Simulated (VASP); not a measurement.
A run of VASP 6.6.1 is set up as follows.

Contents of INCAR:

```
PREC = Accurate
ENCUT = 600
EDIFF = 1E-6
ISMEAR = 0
SIGMA = 0.15
LREAL = F
LASPH = T
NELM = 120
ALGO = Normal
ISIF = 2
LWAVE = F
LCHARG = F
GGA = PS
NBANDS = 16
GGA_COMPAT = F
```

Contents of KPOINTS:

```
Automatic mesh
0
Gamma
  18 18 18
```

Contents of POSCAR:

```
NbC
1.0
    0.0000000000      2.2000000000      2.2000000000
    2.2000000000      0.0000000000      2.2000000000
    2.2000000000      2.2000000000      0.0000000000
Nb C
1 1
Direct
    0.0000000000      0.0000000000      0.0000000000
    0.5000000000      0.5000000000      0.5000000000
```

Potentials or basis: VASP PAW PBE potentials, release 64 (Nb_sv, C).

Launch:

```sh
$ cat potpaw_PBE.64/Nb_sv/POTCAR potpaw_PBE.64/C/POTCAR > POTCAR
$ mpirun -np 1 vasp_std > vasp.out
```

(1) What does it give for the pressure?

Results:

(1) 11.1 GPa.

Caveat: the PAW data sets were made with another functional, which shifts forces and pressure a little.
